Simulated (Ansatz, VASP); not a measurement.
# One calculation of MgCd2O3, two programs

```xyz
12
Lattice="3.2389 0.0013 0.0020 -1.6183 2.8012 -0.0037 0.0100 -0.0155 16.1835" Properties=species:S:1:pos:R:3 pbc="T T T"
Mg    0.0028   -0.0039    4.0457
Mg    0.0072   -0.0115   12.1377
Cd    1.6240    0.9278    6.6612
Cd    1.6286    0.9200   14.7531
Cd    0.0021    1.8670    1.4288
Cd    0.0066    1.8593    9.5207
O     0.0028    1.8635    5.1890
O     0.0072    1.8550   13.2813
O     1.6233    0.9316    2.9004
O     1.6275    0.9237   10.9926
O     0.0001    0.0002    0.0003
O     0.0053   -0.0081    8.0917
```

Change from the starting cell: cell x2, atoms moved at random (sigma 0.1 Å) and cell strained at random (1.5 %), then relaxed without symmetry.

Alike in both runs: functional PBE; k mesh 6 × 6 × 1; occupations gaussian, width 0.1 eV; no spin polarisation.

Ansatz relaxed the structure, and its values are those at the end. VASP's run is a single point on that final structure, the one shown.

|  | VASP | Ansatz |
| --- | --- | --- |
| version | VASP 6.6.1 | Ansatz 0.2.0 |
| potentials or method | VASP PAW PBE potentials, release 64 (Mg, Cd, O), cutoff 520 eV | scalar-relativistic, plane waves, PAW |
| valence electrons in the cell | 88 | 136 |

|  | VASP | Ansatz | Ansatz less VASP |
| --- | --- | --- | --- |
| gap on the k mesh at the Fermi level (eV) | 0.58 | 0.60 | +0.017 |
| least direct gap on the mesh (eV) | 0.58 | 0.60 | +0.019 |
| pressure (GPa) | 0.8 | 0.0 | -0.78 |
| rms of the force components (eV/Å) | 0.039 | 0.008 | -0.0314 |

VASP's potentials hold 88 valence electrons a cell and Ansatz's 136, so a difference there can come from the potentials and not from the codes.
